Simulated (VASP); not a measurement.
Wanted: the native input for a VASP 6.6.1 run.

```
Task                   : single point
Functional             : PBEsol
Potentials or basis    : VASP PAW PBE potentials, release 64 (Au)
Cutoff                 : 520 eV
k mesh                 : 16 × 16 × 12
Occupations            : gaussian, width 0.15 eV
Spin                   : no spin polarisation
Dipole correction      : no
Further INCAR settings : ALGO = Fast; EDIFF = 1e-06; NBANDS = 18
```

The structure of Au lies in POSCAR:

```
Au
1.0
    0.0000000000     -2.0455000000     -2.0455000000
    0.0000000000      2.0455000000     -2.0455000000
    4.0910000000      0.0000000000      0.0000000000
Au
2
Direct
    0.5000000000      0.5000000000      0.5061109753
    0.0000000000      0.0000000000     -0.0061109753
```

This cell differs from its parent crystal: atoms displaced along a vibrational mode.

These files were run (other wordings do the same):

INCAR

```
SYSTEM = Au
  PREC = Accurate
  ENCUT = 520
  EDIFF = 1E-6
  ISMEAR = 0
  SIGMA = 0.15
  LREAL = .False.
  LASPH = .True.
  NELM = 60
  ALGO = Fast
  ISIF = 2
  LWAVE = .False.
  LCHARG = .False.
  GGA = PS
  NBANDS = 18
```

KPOINTS

```
regular mesh
0
Gamma
  16 16 12
  0 0 0
```

Potentials or basis: VASP PAW PBE potentials, release 64 (Au).

Command:

```bash
$ cat potpaw_PBE.64/Au/POTCAR > POTCAR
$ mpirun -np 1 vasp_std > vasp.out
```

It gave:

* Pressure: -1.0 GPa
* Largest force: 0.388 eV/Å
* Band gap on the k mesh: zero (bands 11 and 12 overlap by 7.22 eV)

Caveat: the cell differs from its parent crystal (atoms displaced along a vibrational mode); the PAW data sets were made with another functional, which shifts forces and pressure a little; spin-orbit coupling is left out, which moves the levels of the heavy elements.

It took 2.8 min on 1 thread of Intel Xeon 8259CL, on a shared host, peak memory 0.27 GiB.
